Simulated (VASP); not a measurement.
# SrCl2 (Fm-3m) in VASP: notebook, part 2 of 2

VASP 6.6.1.

## Step 3: Single point, r2SCAN

This run uses another cell than the first one, of 23.87 Å³/atom.

POSCAR reads:

```
SrCl2
1.0
    3.2957881119      3.2957881119      0.0000000000
   -3.2957881119      3.2957881119      0.0000000000
    0.0000000000      3.2957881119      3.2957881119
Sr Cl
1 2
Direct
    0.0000000000      0.0000000000      0.0000000000
    0.2500000000      0.7500000000      0.5000000000
    0.7500000000      0.2500000000      0.5000000000
```

INCAR.step1 reads:

```
SYSTEM = SrCl2
  PREC = Accurate
  ENCUT = 520
  ISMEAR = 0
  SIGMA = 0.01
  LREAL = .FALSE.
  LASPH = .TRUE.
  NELM = 80
  NBANDS = 19
  GGA = PE
  ALGO = Normal
  EDIFF = 1E-4
  LWAVE = .TRUE.
  LCHARG = .FALSE.
```

INCAR.step2 reads:

```
SYSTEM = SrCl2
  PREC = Accurate
  ENCUT = 520
  EDIFF = 1E-6
  ISMEAR = 0
  SIGMA = 0.01
  LREAL = .FALSE.
  LASPH = .TRUE.
  NELM = 80
  ALGO = Normal
  ISIF = 2
  LWAVE = .FALSE.
  LCHARG = .TRUE.
  METAGGA = R2SCAN
  LMIXTAU = .TRUE.
  LELF = .TRUE.
  LVHAR = .TRUE.
  NBANDS = 19
  ISTART = 1
```

KPOINTS reads:

```
Automatic mesh
0
G
  6 6 6
  0 0 0
```

Potentials or basis: VASP PAW PBE potentials, release 64 (Sr_sv, Cl).

Started as:

```
> cat potpaw_PBE.64/Sr_sv/POTCAR potpaw_PBE.64/Cl/POTCAR > POTCAR
> cp INCAR.step1 INCAR
> mpirun -np 1 vasp_std > vasp.out
> cp INCAR.step2 INCAR
> mpirun -np 1 vasp_std > vasp.out
```

OUTCAR:

```text
SYSTEM = SrCl2
   PREC = Accurate
   ENCUT = 520
   EDIFF = 1E-6
   ISMEAR = 0
   LREAL = .FALSE.
   LASPH = .TRUE.
   NELM = 80
   ISIF = 2
   METAGGA = R2SCAN
   ISTART = 1

 ion  position               nearest neighbor table
   1  0.000  0.000  0.000-   3 2.85   2 2.85   2 2.85   3 2.85   2 2.85   3 2.85   3 2.85   2 2.85

   2  0.250  0.750  0.500-   1 2.85   1 2.85   1 2.85   1 2.85
   3  0.750  0.250  0.500-   1 2.85   1 2.85   1 2.85   1 2.85

  LATTYP: Found a face centered cubic cell.
 ALAT       =     6.5915762238

  Lattice vectors:

 A1 = (   0.0000000000,   3.2957881119,   3.2957881119)
 A2 = (   3.2957881119,   0.0000000000,   3.2957881119)
 A3 = (   3.2957881119,   3.2957881119,   0.0000000000)

Analysis of symmetry for initial positions (statically):
=====================================================================
 Subroutine PRICEL returns:
 Original cell was already a primitive cell.

 Routine SETGRP: Setting up the symmetry group for a
 face centered cubic supercell.

[... 156 lines left out ...]
  free energy    TOTEN  =       -35.31336463 eV

  energy without entropy =      -35.31336463  energy(sigma->0) =      -35.31336463

 E-fermi :   1.1379     XC(G=0):  -9.5832

 val. band max:        1.0349743577   @ k =   0.5000   0.5000   0.0000
 cond. band min:       6.8694707502   @ k =   0.5000   0.5000   0.0000
 fundamental gap:      5.8344963925
 Fermi energy:         1.1378595707

 k-point     1 :       0.0000    0.0000    0.0000
  band No.  band energies     occupation
      1     -32.4241      2.00000
      2     -13.8815      2.00000
      3     -13.8815      2.00000
      4     -13.8815      2.00000
      5     -13.4688      2.00000
      6     -12.1829      2.00000
[... 329 lines left out ...]
      6     -11.9888      2.00000
[... 11 lines left out ...]
     18      12.5354      0.00000
     19      12.6477      0.00000

------------------------ aborting loop because EDIFF is reached ----------------------------------------

  FORCE on cell =-STRESS in cart. coord.  units (eV):
  Direction    XX          YY          ZZ          XY          YZ          ZX
  --------------------------------------------------------------------------------------
  -------------------------------------------------------------------------------------
  Total        4.5228233      4.5228233      4.5228233     -0.0000000      0.0000000     -0.0000000
  in kB      101.2074205    101.2074205    101.2074205     -0.0000000      0.0000000     -0.0000000
  external PRESSURE =     101.2074205 kB  Pullay stress =       0.0000000 kB

 VOLUME and BASIS-vectors are now :
 -----------------------------------------------------------------------------
  energy-cutoff  :      520.00
  volume of cell :       71.60
      direct lattice vectors                 reciprocal lattice vectors
     3.295788112  3.295788112  0.000000000     0.151708782  0.151708782 -0.151708782
    -3.295788112  3.295788112  0.000000000    -0.151708782  0.151708782 -0.151708782
     0.000000000  3.295788112  3.295788112     0.000000000  0.000000000  0.303417564

 POSITION                                       TOTAL-FORCE (eV/Angst)
 -----------------------------------------------------------------------------------
      0.00000      0.00000      0.00000         0.000000      0.000000      0.000000
     -1.64789      4.94368      1.64789        -0.000000      0.000000      0.000000
      1.64789      4.94368      1.64789         0.000000     -0.000000     -0.000000
 -----------------------------------------------------------------------------------
    total drift:                                0.000000      0.000000     -0.000000

  FREE ENERGIE OF THE ION-ELECTRON SYSTEM (eV)
  ---------------------------------------------------
  free  energy   TOTEN  =       -35.3133646277 eV

  energy  without entropy=      -35.3133646277  energy(sigma->0) =      -35.31336463
```

OUTCAR.step1:

```text
SYSTEM = SrCl2
   PREC = Accurate
   ENCUT = 520
   ISMEAR = 0
   LREAL = .FALSE.
   LASPH = .TRUE.
[... 567 lines left out ...]
      0.00000      0.00000      0.00000         0.000000     -0.000000      0.000000
     -1.64789      4.94368      1.64789         0.000000      0.000000      0.000000
      1.64789      4.94368      1.64789        -0.000000      0.000000     -0.000000
 -----------------------------------------------------------------------------------
    total drift:                                0.000000      0.000000      0.000000

  FREE ENERGIE OF THE ION-ELECTRON SYSTEM (eV)
  ---------------------------------------------------
  free  energy   TOTEN  =       -12.3489498579 eV

  energy  without entropy=      -12.3489498579  energy(sigma->0) =      -12.34894986
```

OSZICAR.step1:

```text
N       E                     dE             d eps       ncg     rms          rms(c)
DAV:   1     0.141551111804E+03    0.14155E+03   -0.12270E+04   608   0.117E+03
DAV:   2    -0.435831485233E+01   -0.14591E+03   -0.14018E+03   802   0.229E+02
DAV:   3    -0.123452465471E+02   -0.79869E+01   -0.79581E+01   773   0.533E+01
DAV:   4    -0.125974519870E+02   -0.25221E+00   -0.25185E+00  1013   0.836E+00
DAV:   5    -0.126017930185E+02   -0.43410E-02   -0.43397E-02   812   0.935E-01    0.194E+01
DAV:   6    -0.123427635276E+02    0.25903E+00   -0.47299E-01   686   0.394E+00    0.121E+01
DAV:   7    -0.123483931839E+02   -0.56297E-02   -0.39536E-01   784   0.376E+00    0.172E+00
DAV:   8    -0.123465649515E+02    0.18282E-02   -0.58487E-02   722   0.135E+00    0.509E-01
DAV:   9    -0.123475954805E+02   -0.10305E-02   -0.19104E-03   722   0.296E-01    0.199E-01
DAV:  10    -0.123487812092E+02   -0.11857E-02   -0.78952E-04   657   0.167E-01    0.593E-02
DAV:  11    -0.123489302898E+02   -0.14908E-03   -0.11492E-04   685   0.595E-02    0.368E-02
DAV:  12    -0.123489498579E+02   -0.19568E-04   -0.25517E-05   524   0.270E-02
   1 F= -.12348950E+02 E0= -.12348950E+02  d E =-.224918E-52
```

It took 84 s on 1 thread of Intel Xeon Platinum 8124M at 3.00GHz (Skylake/Cascade Lake), shared host; peak memory 0.22 GiB.

Results:

```yaml
Free_energy: -35.3134 eV
Pressure: 10.1 GPa
Band_gap_on_the_k_mesh: 5.83 eV
```

Caveat: the cell stands under pressure; the PAW data sets were made with another functional, which shifts forces and pressure a little. A k mesh can miss the band edges.

## Step 4: Single point, r2SCAN

This run uses another cell than the first one, of 24.87 Å³/atom.

POSCAR reads:

```
SrCl2
1.0
    3.3412731466      3.3412731466      0.0000000000
   -3.3412731466      3.3412731466      0.0000000000
    0.0000000000      3.3412731466      3.3412731466
Sr Cl
1 2
Direct
    0.0000000000      0.0000000000      0.0000000000
    0.2500000000      0.7500000000      0.5000000000
    0.7500000000      0.2500000000      0.5000000000
```

INCAR.step1 reads:

```
SYSTEM = SrCl2
PREC = Accurate ; ENCUT = 520
ISMEAR = 0 ; SIGMA = 0.01
LREAL = .False. ; LASPH = .True.
NELM = 60 ; NBANDS = 19
GGA = PE ; ALGO = Normal
EDIFF = 1E-4 ; LWAVE = .True.
LCHARG = .False.
```

INCAR.step2 reads:

```
SYSTEM = SrCl2
PREC = Accurate ; ENCUT = 520
EDIFF = 1E-6 ; ISMEAR = 0
SIGMA = 0.01 ; LREAL = .False.
LASPH = .True. ; NELM = 60
ALGO = Normal ; ISIF = 2
LWAVE = .False. ; LCHARG = .False.
METAGGA = R2SCAN ; LMIXTAU = .True.
NBANDS = 19 ; ISTART = 1
```

KPOINTS reads:

```
Automatic mesh
0
Gamma
  6 6 6
  0 0 0
```

Potentials or basis: VASP PAW PBE potentials, release 64 (Sr_sv, Cl).

Started as:

```
> cat potpaw_PBE.64/Sr_sv/POTCAR potpaw_PBE.64/Cl/POTCAR > POTCAR
> cp INCAR.step1 INCAR
> mpirun -np 1 vasp_std > vasp.out
> cp INCAR.step2 INCAR
> mpirun -np 1 vasp_std > vasp.out
```

OUTCAR:

```text
SYSTEM = SrCl2
   PREC = Accurate
   ENCUT = 520
   EDIFF = 1E-6
   ISMEAR = 0
   LREAL = .False.
   LASPH = .True.
   NELM = 60
   ISIF = 2
   METAGGA = R2SCAN
   ISTART = 1

 ion  position               nearest neighbor table
   1  0.000  0.000  0.000-   3 2.89   2 2.89   2 2.89   3 2.89   2 2.89   3 2.89   3 2.89   2 2.89

   2  0.250  0.750  0.500-   1 2.89   1 2.89   1 2.89   1 2.89
   3  0.750  0.250  0.500-   1 2.89   1 2.89   1 2.89   1 2.89

  LATTYP: Found a face centered cubic cell.
 ALAT       =     6.6825462932

  Lattice vectors:

 A1 = (   0.0000000000,   3.3412731466,   3.3412731466)
 A2 = (   3.3412731466,   0.0000000000,   3.3412731466)
 A3 = (   3.3412731466,   3.3412731466,   0.0000000000)

Analysis of symmetry for initial positions (statically):
=====================================================================
 Subroutine PRICEL returns:
 Original cell was already a primitive cell.

 Routine SETGRP: Setting up the symmetry group for a
 face centered cubic supercell.

[... 155 lines left out ...]
  free energy    TOTEN  =       -35.47574076 eV

  energy without entropy =      -35.47574076  energy(sigma->0) =      -35.47574076

 E-fermi :   0.8070     XC(G=0):  -9.3817

 val. band max:        0.7067339631   @ k =   0.5000   0.5000   0.0000
 cond. band min:       6.5907470751   @ k =   0.5000   0.5000   0.0000
 fundamental gap:      5.8840131120
 Fermi energy:         0.8069784132

 k-point     1 :       0.0000    0.0000    0.0000
  band No.  band energies     occupation
      1     -32.8566      2.00000
      2     -14.2904      2.00000
      3     -14.2904      2.00000
      4     -14.2904      2.00000
      5     -13.6344      2.00000
      6     -12.4584      2.00000
[... 329 lines left out ...]
      6     -12.3689      2.00000
[... 11 lines left out ...]
     18      11.9759      0.00000
     19      12.1677      0.00000

------------------------ aborting loop because EDIFF is reached ----------------------------------------

  FORCE on cell =-STRESS in cart. coord.  units (eV):
  Direction    XX          YY          ZZ          XY          YZ          ZX
  --------------------------------------------------------------------------------------
  -------------------------------------------------------------------------------------
  Total        3.3103912      3.3103912      3.3103912      0.0000000     -0.0000000      0.0000000
  in kB       71.0925296     71.0925296     71.0925296      0.0000000     -0.0000000      0.0000000
  external PRESSURE =      71.0925296 kB  Pullay stress =       0.0000000 kB

 VOLUME and BASIS-vectors are now :
 -----------------------------------------------------------------------------
  energy-cutoff  :      520.00
  volume of cell :       74.60
      direct lattice vectors                 reciprocal lattice vectors
     3.341273147  3.341273147  0.000000000     0.149643557  0.149643557 -0.149643557
    -3.341273147  3.341273147  0.000000000    -0.149643557  0.149643557 -0.149643557
     0.000000000  3.341273147  3.341273147     0.000000000  0.000000000  0.299287115

 POSITION                                       TOTAL-FORCE (eV/Angst)
 -----------------------------------------------------------------------------------
      0.00000      0.00000      0.00000        -0.000000     -0.000000      0.000000
     -1.67064      5.01191      1.67064         0.000000      0.000000     -0.000000
      1.67064      5.01191      1.67064         0.000000      0.000000      0.000000
 -----------------------------------------------------------------------------------
    total drift:                                0.000000      0.000000      0.000000

  FREE ENERGIE OF THE ION-ELECTRON SYSTEM (eV)
  ---------------------------------------------------
  free  energy   TOTEN  =       -35.4757407638 eV

  energy  without entropy=      -35.4757407638  energy(sigma->0) =      -35.47574076
```

It took 85 s on 1 thread of Intel Xeon Platinum 8124M at 3.00GHz (Skylake/Cascade Lake), shared host; peak memory 0.22 GiB.

What came out:

```yaml
Free_energy: -35.4757 eV
Pressure: 7.1 GPa
Band_gap_on_the_k_mesh: 5.88 eV
```

Caveat: the cell stands under pressure; the PAW data sets were made with another functional, which shifts forces and pressure a little.

## Step 5: Summary

| cell | gap on the mesh (eV) | pressure (GPa) |
| --- | --- | --- |
| a = 4.572 Å, angles 60.0, 60.0, 90.0°, 3 atoms | 5.75 | 15.2 |
| a = 4.661 Å, angles 60.0, 60.0, 90.0°, 3 atoms | 5.83 | 10.1 |
| a = 4.725 Å, angles 60.0, 60.0, 90.0°, 3 atoms | 5.88 | 7.1 |

Alike in all rows: task single point; level r2SCAN; potentials or basis VASP PAW PBE potentials, release 64 (Sr_sv, Cl); no spin polarisation; k mesh 6 × 6 × 6; cutoff (eV) 520; smearing gaussian 0.01 eV.

Caveats: the cell stands under pressure; the PAW data sets were made with another functional, which shifts forces and pressure a little.

Absolute energies hang on the potentials; compare differences alone.
